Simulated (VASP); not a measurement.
Crystal: Si31Sn.

```
CELL_PARAMETERS angstrom
10.93198 0.00000 0.00000
0.00000 10.93198 0.00000
0.00000 0.00000 10.93198
ATOMIC_POSITIONS crystal
Si 0.00001 0.99659 0.00239
Si 0.00036 0.00223 0.49998
Si 0.99897 0.50155 0.00118
Si 0.50159 0.00049 0.00023
Si 0.50118 0.99852 0.50106
Si 0.49971 0.49779 0.99811
Si 0.49911 0.50155 0.50121
Si 0.12427 0.12540 0.12619
Si 0.12403 0.12757 0.62578
Si 0.12436 0.62423 0.12836
Si 0.12250 0.62584 0.62371
Si 0.62492 0.12159 0.12465
Si 0.62429 0.12849 0.62501
Si 0.62550 0.62401 0.12474
Si 0.62377 0.62546 0.62471
Si 0.24943 0.25043 0.00031
Si 0.25189 0.25047 0.50273
Si 0.25195 0.74756 0.99718
Si 0.24830 0.74983 0.49756
Si 0.74962 0.25087 0.99853
Si 0.74892 0.25241 0.49983
Si 0.75449 0.74643 0.00183
Si 0.74901 0.75043 0.49893
Si 0.37493 0.37374 0.12524
Si 0.37819 0.37667 0.62497
Si 0.37910 0.87644 0.12636
Si 0.37934 0.87668 0.62465
Si 0.87638 0.37467 0.12530
Si 0.87081 0.37202 0.62400
Si 0.87465 0.87634 0.12244
Si 0.87457 0.87536 0.62574
Si 0.24993 0.99974 0.25192
Si 0.24807 0.99844 0.74850
Si 0.25309 0.50123 0.24579
Si 0.24915 0.50082 0.75021
Si 0.74733 0.99529 0.24981
Si 0.75235 0.99878 0.75011
Si 0.75051 0.49605 0.24732
Si 0.75030 0.49951 0.74693
Si 0.37334 0.12605 0.37411
Si 0.37167 0.12317 0.87250
Si 0.37565 0.62451 0.37191
Si 0.37542 0.61902 0.87558
Si 0.87501 0.12416 0.37364
Si 0.87590 0.12609 0.87924
Si 0.87584 0.62348 0.37728
Si 0.87345 0.62525 0.87634
Si 0.99913 0.25016 0.25102
Si 0.00080 0.25041 0.75380
Si 0.00049 0.74848 0.25257
Si 0.99953 0.75072 0.74934
Si 0.49891 0.24928 0.25040
Si 0.49761 0.25181 0.74893
Si 0.50012 0.74828 0.25011
Si 0.49856 0.74955 0.74944
Si 0.12256 0.37312 0.37329
Si 0.12322 0.37305 0.87666
Si 0.12772 0.87396 0.37419
Si 0.12558 0.86987 0.87764
Si 0.62429 0.37449 0.37639
Si 0.62466 0.87458 0.37710
Si 0.62332 0.87470 0.87566
Sn 0.00140 0.49965 0.49816
Sn 0.62748 0.37021 0.87259
```

```yaml
Program: VASP 6.6.1
Task: relaxation of volume and atoms at fixed shape
Functional: PBEsol
Potentials_or_basis: VASP PAW PBE potentials, release 64 (Si, Sn_d)
Cutoff: 600 eV
k_mesh: 1 × 1 × 1, shifted
Occupations: fermi-dirac, width 0.05 eV
Spin: no spin polarisation
```

At the start: pressure 1.0 GPa; volume 20.41 Å³/atom.

Problem. How do energy, volume and symmetry change on relaxing?

Solution. Over 14 steps the energy falls by 30.9 meV/atom and the volume is 20.52 Å³/atom (+0.5 %); space group Cm (No. 8, to 0.1 Å) before, C2/m (No. 12, to 0.1 Å).

The path:
```csv
step,energy change (eV),largest force (eV/Å),pressure (GPa),volume (Å³)
1,0.0000,3.3356,1.01,1306.46
2,-1.6709,0.6767,-1.10,1330.91
3,-1.6715,0.6548,-1.14,1331.42
4,-1.8704,0.2644,0.56,1305.90
5,-1.8707,0.2702,0.49,1306.89
6,-1.9372,0.1821,0.08,1312.41
7,-1.9455,0.2416,-0.12,1315.21
8,-1.9647,0.0718,-0.02,1313.82
9,-1.9663,0.0851,0.02,1313.27
10,-1.9716,0.0482,0.01,1313.44
11,-1.9727,0.0541,0.00,1313.56
12,-1.9750,0.0338,-0.01,1313.69
13,-1.9754,0.0464,-0.01,1313.76
14,-1.9766,0.0213,0.01,1313.39
```

Final structure:
```
Si Sn
1.0
    10.95127    0.00000    0.00000
     0.00000   10.95127    0.00000
     0.00000    0.00000   10.95127
Si Sn
62 2
Direct
  0.00177 0.99731 0.00071
  0.99977 0.00037 0.50013
  0.99994 0.49978 0.00006
  0.49997 0.99965 0.99953
  0.49994 0.99778 0.49874
  0.49184 0.50780 0.00827
  0.49992 0.50008 0.49960
  0.12552 0.12284 0.12390
  0.12440 0.12494 0.62530
  0.12472 0.62453 0.12532
  0.13378 0.63360 0.63352
  0.62518 0.12191 0.12755
  0.62322 0.12059 0.62267
  0.62365 0.62686 0.12603
  0.62517 0.62725 0.62227
  0.24973 0.24942 0.99948
  0.25132 0.24694 0.49882
  0.24920 0.75056 0.00060
  0.25244 0.75224 0.50012
  0.75901 0.24046 0.00922
  0.74694 0.24716 0.50024
  0.74989 0.74945 0.99950
  0.74784 0.75366 0.49872
  0.37400 0.37432 0.12577
  0.37232 0.37519 0.62227
  0.37522 0.87490 0.12504
  0.37611 0.87549 0.62520
  0.87771 0.37445 0.12757
  0.86898 0.36598 0.63096
  0.87495 0.87496 0.12405
  0.87516 0.87543 0.62501
  0.25025 0.99936 0.25028
  0.24830 0.99829 0.74980
  0.25132 0.49889 0.24842
  0.25213 0.50008 0.75272
  0.74997 0.99811 0.25107
  0.74975 0.99946 0.75046
  0.74735 0.49952 0.24768
  0.75604 0.50760 0.74337
  0.37631 0.12313 0.37513
  0.37205 0.12199 0.87425
  0.37473 0.62458 0.37481
  0.37395 0.62696 0.87663
  0.87460 0.12444 0.37515
  0.87778 0.11999 0.87729
  0.86622 0.63295 0.36662
  0.87744 0.62676 0.87438
  0.00139 0.24643 0.24857
  0.99940 0.24721 0.75334
  0.99973 0.75185 0.24821
  0.00132 0.75349 0.75229
  0.50019 0.24946 0.25018
  0.49061 0.24094 0.74094
  0.49984 0.75062 0.25084
  0.50026 0.74970 0.75023
  0.13391 0.36504 0.36595
  0.12466 0.37493 0.87525
  0.12472 0.87506 0.37547
  0.12545 0.87516 0.87648
  0.62463 0.37477 0.37517
  0.62373 0.87547 0.37467
  0.62495 0.87450 0.87506
  0.00192 0.49952 0.49842
  0.62409 0.37335 0.87611
```

Caveat: the k points lie up to 0.57 Å⁻¹ apart in the final cell; the PAW data sets were made with another functional, which shifts forces and pressure a little.
